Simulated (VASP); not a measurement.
Wanted: the native input for a VASP 6.6.1 run.

| Quantity | Value |
| --- | --- |
| Task | single point |
| Functional | PBE |
| Potentials or basis | VASP PAW PBE potentials, release 64 (Ca_sv) |
| Cutoff | 520 eV |
| k mesh | 18 × 18 × 18 |
| Occupations | gaussian, width 0.1 eV |
| Spin | no spin polarisation |
| Dipole correction | no |
| Further INCAR settings | ALGO = Fast; EDIFF = 1e-06; NBANDS = 11 |

The structure of Ca lies in POSCAR:

```
Ca
1.0
   -2.2211134408      2.2211134408      2.0687204747
    2.2211134408     -2.2211134408      2.0687204747
    2.2211134408      2.2211134408     -2.0687204747
Ca
1
Direct
    0.0000000000      0.0000000000      0.0000000000
```

These files were run (other wordings do the same):

INCAR

```
SYSTEM = Ca
  PREC = Accurate
  ENCUT = 520
  EDIFF = 1E-6
  ISMEAR = 0
  SIGMA = 0.1
  LREAL = .FALSE.
  LASPH = .TRUE.
  NELM = 100
  ALGO = Fast
  ISIF = 2
  LWAVE = .FALSE.
  LCHARG = .FALSE.
  GGA = PE
  NBANDS = 11
```

KPOINTS

```
regular mesh
0
G
  18 18 18
  0 0 0
```

Potentials or basis: VASP PAW PBE potentials, release 64 (Ca_sv).

The run is started by

```bash
$ cat potpaw_PBE.64/Ca_sv/POTCAR > POTCAR
$ mpirun -np 1 vasp_std > vasp.out
```

It gave:

| Quantity | Value |
| --- | --- |
| Pressure | 0.6 GPa |
| Band gap on the k mesh | zero (bands 5 and 6 overlap by 0.42 eV) |

Run time: 2.3 min on 1 thread of Intel(R) Xeon(R) Platinum 8375C CPU @ 2.90GHz (Ice Lake) (shared host), peak memory 0.32 GiB.
